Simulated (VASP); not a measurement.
# Sb (P6_3/mmc) in VASP: notebook, part 2 of 2

VASP 6.6.1. Earlier steps stand in the parts before.

### Step 3. Vibrations by perturbation theory, PBEsol

Contents of INCAR:

```
SYSTEM = Sb
PREC     = Accurate       ! precision mode
ENCUT    = 500            ! plane-wave cutoff, eV
EDIFF    = 1E-8           ! SCF threshold, eV
ISMEAR   = -1             ! smearing method
SIGMA    = 0.05           ! smearing width, eV
LREAL    = .False.        ! projectors in reciprocal space
LASPH    = .True.         ! aspherical terms in the spheres
NELM     = 120            ! most SCF steps
ALGO     = Normal         ! electronic algorithm
ISIF     = 2              ! what is computed and relaxed
LWAVE    = .False.        ! write WAVECAR
LCHARG   = .False.        ! write CHGCAR
GGA      = PS             ! functional
IBRION   = 8              ! ionic algorithm
NSW      = 1              ! ionic steps
GGA_COMPAT= .False.
```

Contents of KPOINTS:

```
Automatic mesh
0
Gamma
  7 7 4
  0 0 0
```

Contents of POSCAR:

```
Sb
1.0
    3.3545324186      0.0000000000      0.0000000000
   -1.6772662093      2.9051102923      0.0000000000
    0.0000000000      0.0000000000      5.4701606500
Sb
2
Direct
    0.6666666667      0.3333333333      0.7500000000
    0.3333333333      0.6666666667      0.2500000000
```

Potentials or basis: VASP PAW PBE potentials, release 64 (Sb_d_GW).

Run with:

```sh
cat potpaw_PBE.64/Sb_d_GW/POTCAR > POTCAR
mpirun -np 1 vasp_std > vasp.out
```

OUTCAR:

```text
SYSTEM = Sb
   PREC = Accurate
   ENCUT = 500
   EDIFF = 1E-8
   ISMEAR = -1
   LREAL = .False.
   LASPH = .True.
   NELM = 120
   ISIF = 2
   GGA = PS
   IBRION = 8
   NSW = 1

 ion  position               nearest neighbor table
   1  0.667  0.333  0.750-   2 3.35   2 3.35   2 3.35   2 3.35   2 3.35   2 3.35
   2  0.333  0.667  0.250-   1 3.35   1 3.35   1 3.35   1 3.35   1 3.35   1 3.35

  LATTYP: Found a hexagonal cell.
 ALAT       =     3.3545324186
 C/A-ratio  =     1.6306775334

  Lattice vectors:

 A1 = (   3.3545324186,   0.0000000000,   0.0000000000)
 A2 = (  -1.6772662093,   2.9051102923,   0.0000000000)
 A3 = (   0.0000000000,   0.0000000000,   5.4701606500)

Analysis of symmetry for initial positions (statically):
=====================================================================
 Subroutine PRICEL returns:
 Original cell was already a primitive cell.

 Routine SETGRP: Setting up the symmetry group for a
 hexagonal supercell.

 Subroutine GETGRP returns: Found 24 space group operations
 (whereof 12 operations were pure point group operations)
 out of a pool of 24 trial point group operations.

The static configuration has the point symmetry D_3d.
 The point group associated with its full space group is D_6h.

Analysis of symmetry for dynamics (positions and initial velocities):
=====================================================================
 Subroutine PRICEL returns:
 Original cell was already a primitive cell.

 Routine SETGRP: Setting up the symmetry group for a
 hexagonal supercell.

 Subroutine GETGRP returns: Found 24 space group operations
 (whereof 12 operations were pure point group operations)
 out of a pool of 24 trial point group operations.

The dynamic configuration has the point symmetry D_3d.
 The point group associated with its full space group is D_6h.

 Subroutine INISYM returns: Found 24 space group operations
 (whereof 12 operations are pure point group operations),
 and found     1 'primitive' translations

----------------------------------------------------------------------------------------

                                     Primitive cell

  volume of cell :      53.3083

  direct lattice vectors                    reciprocal lattice vectors
     3.354532419  0.000000000  0.000000000     0.298104139  0.172110505  0.000000000
    -1.677266209  2.905110292  0.000000000     0.000000000  0.344221010  0.000000000
     0.000000000  0.000000000  5.470160650     0.000000000  0.000000000  0.182809987

  length of vectors
     3.354532419  3.354532419  5.470160650     0.344221010  0.344221010  0.182809987
[... 140 lines left out ...]
      3     -22.8732      2.00000
      4     -22.8732      2.00000
      5     -22.8687      2.00000
      6     -22.8687      2.00000
[... 517 lines left out ...]
     18       9.1269      0.00000
     19      13.8490      0.00000

------------------------ aborting loop because EDIFF is reached ----------------------------------------

  FORCE on cell =-STRESS in cart. coord.  units (eV):
  Direction    XX          YY          ZZ          XY          YZ          ZX
  --------------------------------------------------------------------------------------
  -------------------------------------------------------------------------------------
  Total       -0.3049249     -0.3049249     -0.7102404      0.0000000      0.0000000      0.0000000
  in kB       -9.1644991     -9.1644991    -21.3462342      0.0000000      0.0000000      0.0000000
  external PRESSURE =     -13.2250775 kB  Pullay stress =       0.0000000 kB

 VOLUME and BASIS-vectors are now :
 -----------------------------------------------------------------------------
  energy-cutoff  :      500.00
  volume of cell :       53.31
      direct lattice vectors                 reciprocal lattice vectors
     3.354532419  0.000000000  0.000000000     0.298104139  0.172110505  0.000000000
    -1.677266209  2.905110292  0.000000000     0.000000000  0.344221010  0.000000000
     0.000000000  0.000000000  5.470160650     0.000000000  0.000000000  0.182809987

 POSITION                                       TOTAL-FORCE (eV/Angst)
 -----------------------------------------------------------------------------------
      1.67727      0.96837      4.10262         0.000000     -0.000000      0.000000
     -0.00000      1.93674      1.36754        -0.000000      0.000000      0.000000
 -----------------------------------------------------------------------------------
    total drift:                                0.000000     -0.000000      0.000000

  FREE ENERGIE OF THE ION-ELECTRON SYSTEM (eV)
  ---------------------------------------------------
  free  energy   TOTEN  =        -8.7049479898 eV

  energy  without entropy=       -8.6920504849  energy(sigma->0) =       -8.69849924

[... ionic steps 2 to 3 ...]

--------------------------------------- Ionic step        4  -------------------------------------------

------------------------ aborting loop because EDIFF is reached ----------------------------------------

[... ionic steps 5 to 5 ...]

--------------------------------------- Ionic step        6  -------------------------------------------

 Free energy of the ion-electron system (eV)
  ---------------------------------------------------
  ---------------------------------------------------
  free energy    TOTEN  =        -0.44870612 eV

  energy without entropy =       -0.44870612

------------------------ aborting loop because EDIFF is reached ----------------------------------------

 INTERNAL STRAIN TENSOR  FOR ION    1  DIRECTION 3   (eV/Angst):
 -----------------------------------------------------------------------------
     0.00145 -0.00000 -0.00000
     0.00000  0.00145  0.00000
    -0.00000  0.00000  0.01498

 INTERNAL STRAIN TENSOR FOR ION    2 for displacements in x,y,z  (eV/Angst):
          X           Y           Z          XY          YZ          ZX
  --------------------------------------------------------------------------------
  x    -0.00000     0.00000     0.00000    -0.51211     0.00000     0.00000
  y    -0.51211     0.51211     0.00000     0.00000     0.00000     0.00000
  z     0.00000     0.00000    -0.00000     0.00000     0.00000     0.00000

 SECOND DERIVATIVES (NOT SYMMETRIZED)
 ------------------------------------
               1X          1Y          1Z          2X          2Y          2Z
  1X     1.536527    0.000000    0.000000   -1.536527    0.000000    0.000000
  1Y     0.000000    1.536527    0.000000    0.000000   -1.536527    0.000000
  1Z     0.000000    0.000000   -1.405101    0.000000   -0.000000    1.405101
  2X    -1.536527    0.000000    0.000000    1.536527    0.000000    0.000000
  2Y     0.000000   -1.536527    0.000000    0.000000    1.536527    0.000000
  2Z     0.000000   -0.000000    1.405101    0.000000    0.000000   -1.405101

 Eigenvectors and eigenvalues of the dynamical matrix
 ----------------------------------------------------

   1 f  =    2.375117 THz    14.923299 2PiTHz   79.225370 cm-1     9.822690 meV
             X         Y         Z           dx          dy          dz
      1.677266  0.968370  4.102620     0.000000    0.000000   -0.707107
     -0.000000  1.936740  1.367540     0.000000    0.000000    0.707107
[... 11 lines left out ...]
   4 f  =    0.000000 THz     0.000000 2PiTHz    0.000000 cm-1     0.000000 meV
             X         Y         Z           dx          dy          dz
      1.677266  0.968370  4.102620     0.000000   -0.000000    0.707107
     -0.000000  1.936740  1.367540     0.000000    0.000000    0.707107

   5 f/i=    2.483713 THz    15.605627 2PiTHz   82.847737 cm-1    10.271806 meV
             X         Y         Z           dx          dy          dz
      1.677266  0.968370  4.102620    -0.000001    0.707107    0.000000
     -0.000000  1.936740  1.367540     0.000001   -0.707107    0.000000

   6 f/i=    2.483713 THz    15.605627 2PiTHz   82.847737 cm-1    10.271806 meV
             X         Y         Z           dx          dy          dz
      1.677266  0.968370  4.102620    -0.707107   -0.000001   -0.000000
     -0.000000  1.936740  1.367540     0.707107    0.000001    0.000000

--------------------------------------------------------------------------------------------------------

 ELASTIC MODULI CONTR FROM IONIC RELAXATION (kBar)
 Direction    XX          YY          ZZ          XY          YZ          ZX
 --------------------------------------------------------------------------------
 XX          -0.0000      0.0000      0.0000      0.0000     -0.0000     -0.0000
 YY           0.0000     -0.0000     -0.0000      0.0000      0.0000      0.0000
 ZZ           0.0000     -0.0000     -0.0000      0.0000      0.0000      0.0000
 XY           0.0000      0.0000      0.0000      0.0000      0.0000      0.0000
 YZ          -0.0000      0.0000      0.0000      0.0000     -0.0000     -0.0000
 ZX          -0.0000      0.0000      0.0000      0.0000     -0.0000     -0.0000
 --------------------------------------------------------------------------------
```

It took 2.6 min on 1 thread of Intel Xeon 6975P-C (Granite Rapids), shared host; peak memory 0.29 GiB.

What came out:

| Item | Value |
| --- | --- |
| Highest phonon frequency at Γ | 79 cm⁻¹ |
| Most unstable mode | 83i cm⁻¹ |

Phonon frequencies in cm⁻¹ (negative: imaginary):
```tsv
q point	frequencies
(0.000, 0.000, 0.000)	-83 -83 0 0 0 79
```

Caveat: the cell stands under pressure or tension, which shifts response properties; some modes are imaginary; the PAW data sets were made with another functional, which shifts forces and pressure a little; spin-orbit coupling is left out, which moves the levels of the heavy elements.

### Step 4. Vibrations by perturbation theory, LDA

Contents of INCAR:

```
PREC = Accurate
ENCUT = 500
EDIFF = 1E-8
ISMEAR = -1
SIGMA = 0.05
LREAL = F
LASPH = T
NELM = 120
ALGO = Normal
ISIF = 2
LWAVE = F
LCHARG = F
IBRION = 8
NSW = 1
GGA_COMPAT = F
```

Contents of KPOINTS:

```
regular mesh
0
Gamma
  7 7 4
```

POSCAR is that of step 3.

Potentials or basis: VASP PAW LDA potentials, release 64 (Sb_d_GW).

Run with:

```sh
cat potpaw_LDA.64/Sb_d_GW/POTCAR > POTCAR
mpirun -np 1 vasp_std > vasp.out
```

OUTCAR:

```text
PREC = Accurate
   ENCUT = 500
   EDIFF = 1E-8
   ISMEAR = -1
   LREAL = F
   LASPH = T
   NELM = 120
   ISIF = 2
   IBRION = 8
   NSW = 1

 ion  position               nearest neighbor table
   1  0.667  0.333  0.750-   2 3.35   2 3.35   2 3.35   2 3.35   2 3.35   2 3.35
   2  0.333  0.667  0.250-   1 3.35   1 3.35   1 3.35   1 3.35   1 3.35   1 3.35

  LATTYP: Found a hexagonal cell.
 ALAT       =     3.3545324186
 C/A-ratio  =     1.6306775334

  Lattice vectors:

 A1 = (   3.3545324186,   0.0000000000,   0.0000000000)
 A2 = (  -1.6772662093,   2.9051102923,   0.0000000000)
 A3 = (   0.0000000000,   0.0000000000,   5.4701606500)

Analysis of symmetry for initial positions (statically):
=====================================================================
 Subroutine PRICEL returns:
 Original cell was already a primitive cell.

 Routine SETGRP: Setting up the symmetry group for a
 hexagonal supercell.

 Subroutine GETGRP returns: Found 24 space group operations
 (whereof 12 operations were pure point group operations)
 out of a pool of 24 trial point group operations.

The static configuration has the point symmetry D_3d.
 The point group associated with its full space group is D_6h.

Analysis of symmetry for dynamics (positions and initial velocities):
=====================================================================
 Subroutine PRICEL returns:
 Original cell was already a primitive cell.

 Routine SETGRP: Setting up the symmetry group for a
 hexagonal supercell.

[... 711 lines left out ...]
 -----------------------------------------------------------------------------------
    total drift:                                0.000000     -0.000000      0.000000

  FREE ENERGIE OF THE ION-ELECTRON SYSTEM (eV)
  ---------------------------------------------------
  free  energy   TOTEN  =        -9.1365845757 eV

  energy  without entropy=       -9.1234989329  energy(sigma->0) =       -9.13004175

[... ionic steps 2 to 3 ...]

--------------------------------------- Ionic step        4  -------------------------------------------

------------------------ aborting loop because EDIFF is reached ----------------------------------------

[... ionic steps 5 to 5 ...]

--------------------------------------- Ionic step        6  -------------------------------------------

 Free energy of the ion-electron system (eV)
  ---------------------------------------------------
  ---------------------------------------------------
  free energy    TOTEN  =        -0.44848712 eV

  energy without entropy =       -0.44848712

------------------------ aborting loop because EDIFF is reached ----------------------------------------

 INTERNAL STRAIN TENSOR  FOR ION    1  DIRECTION 3   (eV/Angst):
 -----------------------------------------------------------------------------
    -0.00427  0.00000 -0.00000
    -0.00000 -0.00427 -0.00000
    -0.00000 -0.00000  0.00483

 INTERNAL STRAIN TENSOR FOR ION    2 for displacements in x,y,z  (eV/Angst):
          X           Y           Z          XY          YZ          ZX
  --------------------------------------------------------------------------------
  x     0.00000     0.00000     0.00000    -0.35157     0.00000     0.00000
  y    -0.35157     0.35157     0.00000     0.00000     0.00000     0.00000
  z     0.00000     0.00000    -0.00000     0.00000     0.00000     0.00000

 SECOND DERIVATIVES (NOT SYMMETRIZED)
 ------------------------------------
               1X          1Y          1Z          2X          2Y          2Z
  1X     1.313511    0.000000    0.000000   -1.313511    0.000000    0.000000
  1Y     0.000000    1.313511    0.000000   -0.000000   -1.313511    0.000000
  1Z    -0.000000    0.000000   -1.074003    0.000000    0.000000    1.074003
  2X    -1.313511    0.000000    0.000000    1.313511    0.000000    0.000000
  2Y    -0.000000   -1.313511    0.000000    0.000000    1.313511    0.000000
  2Z     0.000000    0.000000    1.074003   -0.000000    0.000000   -1.074003

 Eigenvectors and eigenvalues of the dynamical matrix
 ----------------------------------------------------

   1 f  =    2.076510 THz    13.047097 2PiTHz   69.264917 cm-1     8.587751 meV
             X         Y         Z           dx          dy          dz
      1.677266  0.968370  4.102620    -0.000000    0.000000   -0.707107
     -0.000000  1.936740  1.367540     0.000000    0.000000    0.707107
[... 21 lines left out ...]
   6 f/i=    2.296403 THz    14.428726 2PiTHz   76.599760 cm-1     9.497156 meV
             X         Y         Z           dx          dy          dz
      1.677266  0.968370  4.102620     0.707107    0.000000   -0.000000
     -0.000000  1.936740  1.367540    -0.707107   -0.000000    0.000000

--------------------------------------------------------------------------------------------------------

 ELASTIC MODULI CONTR FROM IONIC RELAXATION (kBar)
 Direction    XX          YY          ZZ          XY          YZ          ZX
 --------------------------------------------------------------------------------
 XX          -0.0000     -0.0000      0.0000      0.0000     -0.0000      0.0000
 YY          -0.0000     -0.0000      0.0000      0.0000     -0.0000      0.0000
 ZZ           0.0000      0.0000     -0.0000     -0.0000      0.0000      0.0000
 XY           0.0000      0.0000     -0.0000     -0.0000      0.0000      0.0000
 YZ          -0.0000     -0.0000      0.0000      0.0000     -0.0000      0.0000
 ZX           0.0000      0.0000      0.0000      0.0000      0.0000      0.0000
 --------------------------------------------------------------------------------
```

OSZICAR:

```text
N       E                     dE             d eps       ncg     rms          rms(c)
DAV:   1     0.208355970313E+03    0.20836E+03   -0.95542E+03  1243   0.154E+04
DAV:   2     0.153373616352E+02   -0.19302E+03   -0.18885E+03  1824   0.120E+03
DAV:   3    -0.815806079008E+01   -0.23495E+02   -0.23078E+02  1783   0.249E+02
DAV:   4    -0.912111184220E+01   -0.96305E+00   -0.94354E+00  1658   0.458E+01
[... 60 lines left out ...]
RMM:  23    -0.448487416051E+00    0.40510E-06   -0.19531E-06  2540   0.110E-01    0.178E-03
RMM:  24    -0.448487107603E+00    0.30845E-06    0.51436E-06  2499   0.102E-01    0.192E-03
RMM:  25    -0.448486819742E+00    0.28786E-06    0.34362E-06  2576   0.947E-02    0.200E-03
RMM:  26    -0.448487120100E+00   -0.30036E-06    0.15018E-06  2565   0.879E-02    0.210E-03
 Linear response finished
```

stdout:

```text
POSCAR found type information on POSCAR Sb
 POSCAR found :  1 types and       2 ions
 scaLAPACK will be used
 LDA part: xc-table for (Slater(with rela. corr.)+CA(PZ))
 , standard interpolation
 POSCAR, INCAR and KPOINTS ok, starting setup
 FFT: planning ... GRIDC
 FFT: planning ... GRID_SOFT
 FFT: planning ... GRID
 WAVECAR not read
 entering main loop
 Linear response reoptimize wavefunctions to high precision
 Linear response DOF=           2
 Linear response progress:
 first order change of Fermi-energy   0.11705E-04
 force on displaced ion       1 direction 1 :   1.314  -0.000   0.000
 Linear response progress:
 first order change of Fermi-energy  -0.18339E-04
 force on displaced ion       1 direction 3 :   0.000   0.000  -1.074
 Linear response finished
```

It took 7.8 min on 1 thread of AMD EPYC, shared host; peak memory 0.25 GiB.

Results:

- Highest phonon frequency at Γ: 69 cm⁻¹
- Most unstable mode: 77i cm⁻¹

Phonon frequencies in cm⁻¹ (negative: imaginary):
```tsv
q point	frequencies
(0.000, 0.000, 0.000)	-77 -77 0 0 0 69
```

Caveat: the cell stands under pressure or tension, which shifts response properties; some modes are imaginary; spin-orbit coupling is left out, which moves the levels of the heavy elements.
